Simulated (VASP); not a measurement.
Here is a VASP 6.6.1 calculation.

The input POSCAR:

```
Si16Ge
1.0
    0.0000000000      5.4300000000      5.4300000000
    5.4300000000      0.0000000000      5.4300000000
    5.4300000000      5.4300000000      0.0000000000
Si Ge
16 1
Direct
   -0.0182343461     -0.0185065991      0.0542348331
    0.1265431724      0.1262614336      0.1353760745
    0.0103352902      0.0099705997      0.5062900521
    0.1072448837      0.1069312144      0.6775931514
    0.0142704767      0.4966872782     -0.0087170809
    0.1265733569      0.6108295558      0.1352584034
    0.0103596551      0.4720503925      0.5061403798
    0.1540144541      0.6122398860      0.6200863255
    0.4969794187      0.0139963468     -0.0087362549
    0.6110948822      0.1262923913      0.1352781214
    0.4723860527      0.0100083693      0.5061688698
    0.6126946891      0.1535643780      0.6200548425
    0.4970023928      0.4967076823     -0.0086867789
    0.6441033563      0.6438280090      0.0672430271
    0.5182210666      0.5177867853      0.4448516230
    0.6126751262      0.6122160710      0.6201335252
    0.8100738826      0.8096499858      0.5691398659
```

File INCAR.step1:

```
PREC = Accurate
ENCUT = 520
ISMEAR = 0
SIGMA = 0.05
LREAL = Auto
LASPH = True
NELM = 60
NBANDS = 53
GGA = PE
ALGO = Normal
EDIFF = 1E-4
LWAVE = True
LCHARG = False
```

The input INCAR.step2:

```
PREC = Accurate
ENCUT = 520
EDIFF = 1E-7
ISMEAR = 0
SIGMA = 0.05
LREAL = Auto
LASPH = True
NELM = 60
ALGO = Normal
ISIF = 2
LWAVE = False
LCHARG = False
METAGGA = R2SCAN
LMIXTAU = True
NBANDS = 53
ISTART = 1
```

The input KPOINTS:

```
Automatic mesh
0
Gamma
  2 2 2
```

Potentials or basis: VASP PAW PBE potentials, release 64 (Si, Ge_d).

The run is started by

```bash
$ cat potpaw_PBE.64/Si/POTCAR potpaw_PBE.64/Ge_d/POTCAR > POTCAR
$ cp INCAR.step1 INCAR
$ mpirun -np 1 vasp_std > vasp.out
$ cp INCAR.step2 INCAR
$ mpirun -np 1 vasp_std > vasp.out
```

Predict the largest force.

0.013 eV/Å.

Predict the band gap on the k mesh.

0.12 eV.

Forces in eV/Å, atoms in the order of the input:
```
Si   0.002  0.002 -0.003
Si  -0.006 -0.005  0.000
Si  -0.003 -0.001  0.007
Si  -0.008 -0.008  0.007
Si   0.004 -0.001 -0.006
Si   0.000 -0.005  0.005
Si  -0.007  0.000  0.004
Si   0.004  0.004 -0.003
Si  -0.001  0.005 -0.007
Si  -0.005  0.001  0.004
Si  -0.003 -0.004  0.003
Si   0.008  0.001 -0.003
Si   0.004  0.004 -0.001
Si  -0.002 -0.002  0.002
Si   0.007  0.007 -0.008
Si   0.004  0.000 -0.006
Ge   0.002  0.000  0.004
```

Caveat: the k points lie up to 0.50 Å⁻¹ apart; the PAW data sets were made with another functional, which shifts forces and pressure a little.
